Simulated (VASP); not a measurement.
# MnPt2 (P-3m1) in VASP: a series of runs, part 2 of 3

VASP 6.6.1. The steps go on from the part before.

## Step 4: Single point, PBEsol, collinear spin, ferromagnetic start

The input, INCAR:

```
ALGO = Normal
EDIFF = 1E-7
ENCUT = 520
GGA = PS
ISIF = 2
ISMEAR = -1
ISPIN = 2
LASPH = T
LCHARG = F
LMAXMIX = 4
LORBIT = 11
LREAL = F
LWAVE = F
MAGMOM = 0 0 3
NBANDS = 28
NELM = 150
NUPDOWN = 3.0
PREC = Accurate
SIGMA = 0.05
```

The input, KPOINTS:

```
k-points
0
Gamma
  9 9 4
```

The input, POSCAR:

```
MnPt2
1.0
    2.8584044518      0.0000000000      0.0000000000
   -1.4292022259      2.4754508696      0.0000000000
    0.0000000000      0.0000000000      6.5325040000
Pt Mn
2 1
Direct
    0.6666666667      0.3333333333      0.3162060000
    0.3333333333      0.6666666667      0.6837940000
    0.0000000000      0.0000000000      0.0000000000
```

Started as:

```
cat potpaw_PBE.64/Pt/POTCAR potpaw_PBE.64/Mn_pv/POTCAR > POTCAR
mpirun -np 1 vasp_std > vasp.out
```

Wall time 53 s (1 thread of Intel Xeon 6975P-C (Granite Rapids), shared host); peak memory 0.25 GiB.

It converged, with:

| Property | Result |
| --- | --- |
| Free energy | -23.7418 eV |
| Pressure | -15.2 GPa |
| Largest force | 0.033 eV/Å |
| Net moment | 3.00 μB per cell |
| Site moments | Pt -0.09; Mn +3.08 μB |
| Valence electrons inside the program's atomic spheres | Pt 9.19; Mn 11.56 |

Forces on the atoms (eV/Å):
```
Pt   0.000  0.000 -0.033
Pt   0.000  0.000  0.033
Mn   0.000  0.000  0.000
```

Stress tensor (GPa, compression positive):
```
-16.63   0.00   0.00
  0.00 -16.63   0.00
  0.00   0.00 -12.24
```

Caveat: the cell stands under tension; the PAW data sets were made with another functional, which shifts forces and pressure a little; spin-orbit coupling is left out, which moves the levels of the heavy elements; the total moment is fixed, so each spin has its own Fermi level and the state may be an excited one.

## Step 5: Single point, PBEsol, collinear spin, ferromagnetic start

The input, INCAR:

```
SYSTEM = MnPt2
PREC     = Accurate       ! precision mode
ENCUT    = 520            ! plane-wave cutoff, eV
EDIFF    = 1E-6           ! SCF threshold, eV
ISMEAR   = -1             ! smearing method
SIGMA    = 0.05           ! smearing width, eV
LREAL    = .FALSE.        ! projectors in reciprocal space
LASPH    = .TRUE.         ! aspherical terms in the spheres
NELM     = 150            ! most SCF steps
ALGO     = Normal         ! electronic algorithm
ISIF     = 2              ! what is computed and relaxed
LWAVE    = .FALSE.        ! write WAVECAR
LCHARG   = .FALSE.        ! write CHGCAR
ISPIN    = 2              ! spin polarisation
MAGMOM   = 0 0 4          ! initial moments
LORBIT   = 11             ! projections on sites
NUPDOWN  = 4.0            ! fixed moment
LMAXMIX  = 4              ! l up to which the mixer works
GGA      = PS             ! functional
NBANDS   = 28             ! bands
```

The input, KPOINTS:

```
regular mesh
0
G
  9 9 4
  0 0 0
```

POSCAR is that of step 4.

Potentials or basis: VASP PAW PBE potentials, release 64 (Pt, Mn_pv).

Started as:

```
cat potpaw_PBE.64/Pt/POTCAR potpaw_PBE.64/Mn_pv/POTCAR > POTCAR
mpirun -np 1 vasp_std > vasp.out
```

OUTCAR:

```text
SYSTEM = MnPt2
   PREC = Accurate
   ENCUT = 520
   EDIFF = 1E-6
   ISMEAR = -1
   LREAL = .FALSE.
   LASPH = .TRUE.
   NELM = 150
   ISIF = 2
   ISPIN = 2
   LORBIT = 11
   NUPDOWN = 4.0
   GGA = PS

 ion  position               nearest neighbor table
   1  0.667  0.333  0.316-   3 2.64   3 2.64   3 2.64   2 2.91   2 2.91   2 2.91
   2  0.333  0.667  0.684-   3 2.64   3 2.64   3 2.64   1 2.91   1 2.91   1 2.91
   3  0.000  0.000  0.000-   1 2.64   2 2.64   1 2.64   2 2.64   1 2.64   2 2.64

  LATTYP: Found a hexagonal cell.
 ALAT       =     2.8584044518
 C/A-ratio  =     2.2853672775

  Lattice vectors:

 A1 = (   2.8584044518,   0.0000000000,   0.0000000000)
 A2 = (  -1.4292022259,   2.4754508696,   0.0000000000)
 A3 = (   0.0000000000,   0.0000000000,   6.5325040000)

Analysis of symmetry for initial positions (statically):
=====================================================================
 Subroutine PRICEL returns:
 Original cell was already a primitive cell.

 Routine SETGRP: Setting up the symmetry group for a
 hexagonal supercell.

 Subroutine GETGRP returns: Found 12 space group operations
 (whereof 12 operations were pure point group operations)
 out of a pool of 24 trial point group operations.

The static configuration has the point symmetry D_3d.

Analysis of symmetry for dynamics (positions and initial velocities):
=====================================================================
 Subroutine PRICEL returns:
 Original cell was already a primitive cell.

 Routine SETGRP: Setting up the symmetry group for a
 hexagonal supercell.

 Subroutine GETGRP returns: Found 12 space group operations
 (whereof 12 operations were pure point group operations)
 out of a pool of 24 trial point group operations.

The dynamic configuration has the point symmetry D_3d.

Analysis of structural, dynamic, and magnetic symmetry:
=====================================================================
 Subroutine PRICEL returns:
 Original cell was already a primitive cell.

 Routine SETGRP: Setting up the symmetry group for a
 hexagonal supercell.

 Subroutine GETGRP returns: Found 12 space group operations
 (whereof 12 operations were pure point group operations)
 out of a pool of 24 trial point group operations.

The overall configuration has the point symmetry D_3d.

 Subroutine INISYM returns: Found 12 space group operations
 (whereof 12 operations are pure point group operations),
 and found     1 'primitive' translations

----------------------------------------------------------------------------------------

                                     Primitive cell

  volume of cell :      46.2230

  direct lattice vectors                    reciprocal lattice vectors
     2.858404452  0.000000000  0.000000000     0.349845523  0.201983407  0.000000000
    -1.429202226  2.475450870  0.000000000     0.000000000  0.403966814  0.000000000
     0.000000000  0.000000000  6.532504000     0.000000000  0.000000000  0.153080656

  length of vectors
     2.858404452  2.858404452  6.532504000     0.403966814  0.403966814  0.153080656

  position of ions in fractional coordinates (direct lattice)
     0.666666667  0.333333333  0.316206000
     0.333333333  0.666666667  0.683794000
     0.000000000  0.000000000  0.000000000

  ion indices of the primitive-cell ions
   primitive index   ion index
[... 71 lines left out ...]
   LSORBIT =      F    spin-orbit coupling
   LASPH  =      T    aspherical Exc in radial PAW
   ENCUT  =  520.0 eV  38.22 Ry    6.18 a.u.   5.31  5.31 12.15*2*pi/ulx,y,z
   NELM   =    150;   NELMIN=  2; NELMDL= -5     # of ELM steps
   EDIFF  = 0.1E-05   stopping-criterion for ELM
   LREAL  =      F    real-space projection
   EDIFFG = 0.1E-04   stopping-criterion for IOM
   NSW    =      0    number of steps for IOM
   IBRION =     -1    ionic relax: 0-MD 1-quasi-New 2-CG
   NFREE  =      0    steps in history (QN), initial steepest desc. (CG)
   ISIF   =      2    stress and relaxation
   ISYM   =      2    0-nonsym 1-usesym 2-fastsym
   POTIM  = 0.5000    time-step for ionic-motion
   TEBEG  =    0.0;   TEEND  =   0.0 temperature during run
   PSTRESS=    0.0 pullay stress
   NELECT =      33.0000    total number of electrons
   NUPDOWN=       4.0000    fix difference up-down
   EMIN   =  10.00;   EMAX   =-10.00  energy-range for DOS
   EFERMI =   0.00;   METHOD = LEGACY
   ISMEAR =    -1;   SIGMA  =   0.05  broadening in eV -4-tet -1-fermi 0-gaus
   EFERMI_NEDOS =   21; number of points for ismear=-14 and -15
   IALGO  =     38    algorithm
   IMIX   =      4    mixing-type and parameters
     AMIX     =   0.40;   BMIX     =  1.00
     AMIX_MAG =   1.60;   BMIX_MAG =  1.00
  volume/ion in A,a.u.               =      15.41       103.98
  Fermi-wavevector in a.u.,A,eV,Ry     =   1.463166  2.764983 29.128095  2.140855
  Thomas-Fermi vector in A             =   2.579293
   LORBIT       =     11    0 simple, 1 ext, 2 COOP (PROOUT), +10 PAW based schemes
   GGA     = PS    functional components
   LHFCALC =     F    Hartree Fock is set to
   AEXX    =    0.0000 exact exchange contribution
   IVDW    =     0    specifies the selected vdW correction
   LEPSILON=     F    determine dielectric tensor
   LRPA    =     F    only Hartree local field effects (RPA)
 spin polarized calculation
  energy-cutoff  :      520.00
  volume of cell :       46.22
 maximum number of plane-waves:      1260
 NGX is ok and might be reduce to    24
   NGX = 11   NGY = 11   NGZ = 25

 number of electron      32.9999989 magnetization       3.9999995

 Free energy of the ion-electron system (eV)
  ---------------------------------------------------
  ext. energy  EPLUGINS =         0.00000000
  ---------------------------------------------------
  free energy    TOTEN  =       -23.91185167 eV

  energy without entropy =      -23.88195932  energy(sigma->0) =      -23.89690550

 E-fermi :   9.4803     XC(G=0): -12.9986

 val. band max:        9.4589423449   @ k =   0.2222   0.1111   0.2500
 cond. band min:       9.2737546830   @ k =   0.0000   0.0000   0.5000
 fundamental gap:     -0.1851876619
 Fermi energy:         9.2735122846

 spin component 1

 k-point     1 :       0.0000    0.0000    0.0000
  band No.  band energies     occupation
      1     -40.1728      1.00000
      2     -40.0841      1.00000
      3     -40.0841      1.00000
      4       0.0097      1.00000
      5       2.3254      1.00000
      6       3.5780      1.00000
[... 733 lines left out ...]
     27      24.4217      0.00000
     28      24.8384      0.00000

 [... further k-points ...]

 spin component 2

 k-point     1 :       0.0000    0.0000    0.0000
  band No.  band energies     occupation
      1     -36.4523      1.00000
      2     -36.2935      1.00000
      3     -36.2935      1.00000
      4       0.2288      1.00000
      5       2.4213      1.00000
      6       4.2526      1.00000
[... 733 lines left out ...]
     27      24.8459      0.00000
     28      25.2324      0.00000

 [... further k-points ...]

------------------------ aborting loop because EDIFF is reached ----------------------------------------

  FORCE on cell =-STRESS in cart. coord.  units (eV):
  Direction    XX          YY          ZZ          XY          YZ          ZX
  --------------------------------------------------------------------------------------
  -------------------------------------------------------------------------------------
  Total       -3.6136193     -3.6136193     -2.4884246     -0.0000000      0.0000000      0.0000000
  in kB     -125.2550683   -125.2550683    -86.2536332     -0.0000000      0.0000000      0.0000000
  external PRESSURE =    -112.2545899 kB  Pullay stress =       0.0000000 kB

 VOLUME and BASIS-vectors are now :
 -----------------------------------------------------------------------------
  energy-cutoff  :      520.00
  volume of cell :       46.22
      direct lattice vectors                 reciprocal lattice vectors
     2.858404452  0.000000000  0.000000000     0.349845523  0.201983407  0.000000000
    -1.429202226  2.475450870  0.000000000     0.000000000  0.403966814  0.000000000
     0.000000000  0.000000000  6.532504000     0.000000000  0.000000000  0.153080656

 POSITION                                       TOTAL-FORCE (eV/Angst)
 -----------------------------------------------------------------------------------
      1.42920      0.82515      2.06562         0.000000      0.000000      0.065356
     -0.00000      1.65030      4.46689        -0.000000      0.000000     -0.065356
      0.00000      0.00000      0.00000        -0.000000      0.000000      0.000000
 -----------------------------------------------------------------------------------
    total drift:                                0.000000     -0.000000     -0.000000

  FREE ENERGIE OF THE ION-ELECTRON SYSTEM (eV)
  ---------------------------------------------------
  free  energy   TOTEN  =       -23.9118516700 eV

  energy  without entropy=      -23.8819593216  energy(sigma->0) =      -23.89690550

 total charge

# of ion       s       p       d       tot
------------------------------------------
    1        0.641   0.531   8.031   9.203
    2        0.641   0.531   8.031   9.203
    3        0.321   6.265   4.972  11.558
--------------------------------------------------
tot          1.604   7.327  21.033  29.964

 magnetization (x)

# of ion       s       p       d       tot
------------------------------------------
    1       -0.017  -0.002   0.163   0.143
    2       -0.017  -0.002   0.163   0.143
    3        0.011   0.023   3.516   3.551
--------------------------------------------------
tot         -0.023   0.019   3.841   3.837
```

It took 45 s on 1 thread of Intel Xeon 6975P-C (Granite Rapids), shared host; peak memory 0.24 GiB.

What came out:

```
Free energy                                           : -23.9119 eV
Pressure                                              : -11.2 GPa
Largest force                                         : 0.065 eV/Å
Net moment                                            : 4.00 μB per cell
Site moments                                          : Pt +0.14; Mn +3.55 μB
Valence electrons inside the program's atomic spheres : Pt 9.20; Mn 11.56
```

Forces on the atoms (eV/Å):
```
Pt   0.000  0.000  0.065
Pt   0.000  0.000 -0.065
Mn   0.000  0.000  0.000
```

Stress tensor (GPa, compression positive):
```
-12.53   0.00   0.00
  0.00 -12.53   0.00
  0.00   0.00  -8.63
```

Caveat: the cell stands under tension; the PAW data sets were made with another functional, which shifts forces and pressure a little; spin-orbit coupling is left out, which moves the levels of the heavy elements; the total moment is fixed, so each spin has its own Fermi level and the state may be an excited one.

## Step 6: Single point, PBEsol, collinear spin, ferromagnetic start

The input, INCAR:

```
SYSTEM = MnPt2
ALGO = Normal
EDIFF = 1E-7
ENCUT = 520
GGA = PS
ISIF = 2
ISMEAR = -1
ISPIN = 2
LASPH = .True.
LCHARG = .True.
LELF = .True.
LMAXMIX = 4
LORBIT = 11
LREAL = .False.
LVHAR = .True.
LWAVE = .False.
MAGMOM = 0 0 5
NBANDS = 28
NELM = 150
NUPDOWN = 5.0
PREC = Accurate
SIGMA = 0.05
```

The input, KPOINTS:

```
k-points
0
Gamma
  9 9 4
  0 0 0
```

POSCAR is that of step 5.

Potentials or basis: VASP PAW PBE potentials, release 64 (Pt, Mn_pv).

Started as:

```
cat potpaw_PBE.64/Pt/POTCAR potpaw_PBE.64/Mn_pv/POTCAR > POTCAR
mpirun -np 1 vasp_std > vasp.out
```

OUTCAR:

```text
SYSTEM = MnPt2
   EDIFF = 1E-7
   ENCUT = 520
   GGA = PS
   ISIF = 2
   ISMEAR = -1
   ISPIN = 2
   LASPH = .True.
   LORBIT = 11
   LREAL = .False.
   NELM = 150
   NUPDOWN = 5.0
   PREC = Accurate

 ion  position               nearest neighbor table
   1  0.667  0.333  0.316-   3 2.64   3 2.64   3 2.64   2 2.91   2 2.91   2 2.91
   2  0.333  0.667  0.684-   3 2.64   3 2.64   3 2.64   1 2.91   1 2.91   1 2.91
   3  0.000  0.000  0.000-   1 2.64   2 2.64   1 2.64   2 2.64   1 2.64   2 2.64

  LATTYP: Found a hexagonal cell.
 ALAT       =     2.8584044518
 C/A-ratio  =     2.2853672775

  Lattice vectors:

 A1 = (   2.8584044518,   0.0000000000,   0.0000000000)
 A2 = (  -1.4292022259,   2.4754508696,   0.0000000000)
 A3 = (   0.0000000000,   0.0000000000,   6.5325040000)

Analysis of symmetry for initial positions (statically):
=====================================================================
 Subroutine PRICEL returns:
 Original cell was already a primitive cell.

[... 1688 lines left out ...]
------------------------ aborting loop because EDIFF is reached ----------------------------------------

  FORCE on cell =-STRESS in cart. coord.  units (eV):
  Direction    XX          YY          ZZ          XY          YZ          ZX
  --------------------------------------------------------------------------------------
  -------------------------------------------------------------------------------------
  Total       -2.5538078     -2.5538078     -1.5150049      0.0000000      0.0000000      0.0000000
  in kB      -88.5199417    -88.5199417    -52.5130129      0.0000000      0.0000000      0.0000000
  external PRESSURE =     -76.5176321 kB  Pullay stress =       0.0000000 kB

 VOLUME and BASIS-vectors are now :
 -----------------------------------------------------------------------------
  energy-cutoff  :      520.00
  volume of cell :       46.22
      direct lattice vectors                 reciprocal lattice vectors
     2.858404452  0.000000000  0.000000000     0.349845523  0.201983407  0.000000000
    -1.429202226  2.475450870  0.000000000     0.000000000  0.403966814  0.000000000
     0.000000000  0.000000000  6.532504000     0.000000000  0.000000000  0.153080656

 POSITION                                       TOTAL-FORCE (eV/Angst)
 -----------------------------------------------------------------------------------
      1.42920      0.82515      2.06562         0.000000     -0.000000      0.078467
     -0.00000      1.65030      4.46689        -0.000000      0.000000     -0.078467
      0.00000      0.00000      0.00000         0.000000      0.000000      0.000000
 -----------------------------------------------------------------------------------
    total drift:                                0.000000     -0.000000     -0.000000

  FREE ENERGIE OF THE ION-ELECTRON SYSTEM (eV)
  ---------------------------------------------------
  free  energy   TOTEN  =       -23.8872148627 eV

  energy  without entropy=      -23.8737749795  energy(sigma->0) =      -23.88049492

 total charge

# of ion       s       p       d       tot
------------------------------------------
    1        0.645   0.533   8.035   9.213
    2        0.645   0.533   8.035   9.213
    3        0.323   6.272   4.956  11.551
--------------------------------------------------
tot          1.612   7.339  21.025  29.976

 magnetization (x)

# of ion       s       p       d       tot
------------------------------------------
    1       -0.013   0.007   0.474   0.469
    2       -0.013   0.007   0.474   0.469
    3        0.020   0.030   3.795   3.845
--------------------------------------------------
tot         -0.006   0.045   4.744   4.783
```

stdout:

```text
POSCAR found type information on POSCAR PtMn
 POSCAR found :  2 types and       3 ions
 scaLAPACK will be used
 -----------------------------------------------------------------------------
|                                                                             |
|                                                                             |
|     You enforced a specific xc type in the INCAR file but a different       |
|     I HOPE YOU KNOW WHAT YOU ARE DOING!                                     |
|                                                                             |
 -----------------------------------------------------------------------------

 LDA part: xc-table for (Slater+PW92), standard interpolation
 POSCAR, INCAR and KPOINTS ok, starting setup
 FFT: planning ... GRIDC
 FFT: planning ... GRID_SOFT
 FFT: planning ... GRID
 WAVECAR not read
 entering main loop
```

Run time: 49 s. Hardware: 1 thread of Intel Xeon 6975P-C (Granite Rapids), shared host; peak memory 0.24 GiB.

What came out:

```yaml
Free_energy: -23.8872 eV
Pressure: -7.7 GPa
Largest_force: 0.078 eV/Å
Net_moment: 5.00 μB per cell
Site_moments: Pt +0.47; Mn +3.85 μB
Valence_electrons_inside_the_program's_atomic_spheres: Pt 9.21; Mn 11.55
```

Forces on the atoms (eV/Å):
```
Pt   0.000  0.000  0.078
Pt   0.000  0.000 -0.078
Mn   0.000  0.000  0.000
```

Caveat: the cell stands under tension; the PAW data sets were made with another functional, which shifts forces and pressure a little; spin-orbit coupling is left out, which moves the levels of the heavy elements; the total moment is fixed, so each spin has its own Fermi level and the state may be an excited one.

## Step 7: Single point, PBEsol, non-collinear spin, typed start, spin-orbit coupling

The input, INCAR:

```
ALGO = Normal
EDIFF = 1E-6
ENCUT = 520
GGA = PS
GGA_COMPAT = False
ISIF = 2
ISMEAR = -1
LASPH = True
LCHARG = False
LMAXMIX = 4
LORBIT = 11
LORBMOM = True
LREAL = False
LSORBIT = True
LWAVE = False
MAGMOM = 0 0 0 0 0 0 2.309 2.309 2.309
NBANDS = 46
NELM = 150
PREC = Accurate
SIGMA = 0.05
```

The input, KPOINTS:

```
k-points
0
Gamma
  11 11 4
```

POSCAR is that of step 6.

Started as:

```
cat potpaw_PBE.64/Pt/POTCAR potpaw_PBE.64/Mn_pv/POTCAR > POTCAR
mpirun -np 1 vasp_ncl > vasp.out
```

It took 16 min on 1 thread of Intel Xeon 6975P-C (Granite Rapids), shared host; peak memory 0.81 GiB.

Results (log left out):

* Free energy: -24.6970 eV
* Pressure: -9.7 GPa
* Largest force: 0.073 eV/Å
* Net moment: 4.39 μB per cell
* Valence electrons inside the program's atomic spheres: Pt 9.21; Mn 11.56

Forces in eV/Å, atoms in the order of the input:
```
Pt   0.000  0.000  0.073
Pt   0.000  0.000 -0.073
Mn   0.000  0.000  0.000
```

Stress tensor (GPa, compression positive):
```
-10.60   0.02   0.01
  0.02 -10.57   0.01
  0.01   0.01  -7.84
```

Moments on the atoms (μB; x, y, z):
```
Pt  0.15 0.15 0.15
Pt  0.15 0.15 0.15
Mn  2.12 2.13 2.14
```

Caveat: the cell stands under tension; the PAW data sets were made with another functional, which shifts forces and pressure a little.

(Part 2 of 3 ends here.)
